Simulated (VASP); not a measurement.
Set up this calculation in VASP 6.6.1, as the native input.

| Quantity | Value |
| --- | --- |
| Task | single point |
| Functional | PBE |
| Potentials or basis | VASP PAW PBE potentials, release 64 (C) |
| Cutoff | 600 eV |
| k mesh | 8 × 8 × 8 |
| Occupations | gaussian, width 0.01 eV |
| Spin | no spin polarisation |
| Dipole correction | no |
| Further INCAR settings | ALGO = Normal; EDIFF = 1e-06; NBANDS = 11 |

The structure of C lies in POSCAR:

```
C
1.0
    0.0000000000      1.7769057852      1.7769057852
    1.7769057852      0.0000000000      1.7769057852
    1.7769057852      1.7769057852      0.0000000000
C
2
Direct
    0.7500000000      0.7500000000      0.7500000000
    0.5000000000      0.5000000000      0.5000000000
```

The input as run:

INCAR

```
  PREC = Accurate
  ENCUT = 600
  EDIFF = 1E-6
  ISMEAR = 0
  SIGMA = 0.01
  LREAL = F
  LASPH = T
  NELM = 120
  ALGO = Normal
  ISIF = 2
  LWAVE = F
  LCHARG = F
  GGA = PE
  NBANDS = 11
  GGA_COMPAT = F
```

KPOINTS

```
regular mesh
0
Gamma
  8 8 8
```

Potentials or basis: VASP PAW PBE potentials, release 64 (C).

Run with:

```bash
$ cat potpaw_PBE.64/C/POTCAR > POTCAR
$ mpirun -np 1 vasp_std > vasp.out
```

It gave:

```
Pressure               : 6.7 GPa
Band gap on the k mesh : 4.16 eV, indirect (least direct gap 5.62 eV)
```

It took 2.9 s on 1 thread of AMD EPYC 9R45 96-Core Processor (Zen 5) (shared host), peak memory 0.09 GiB.
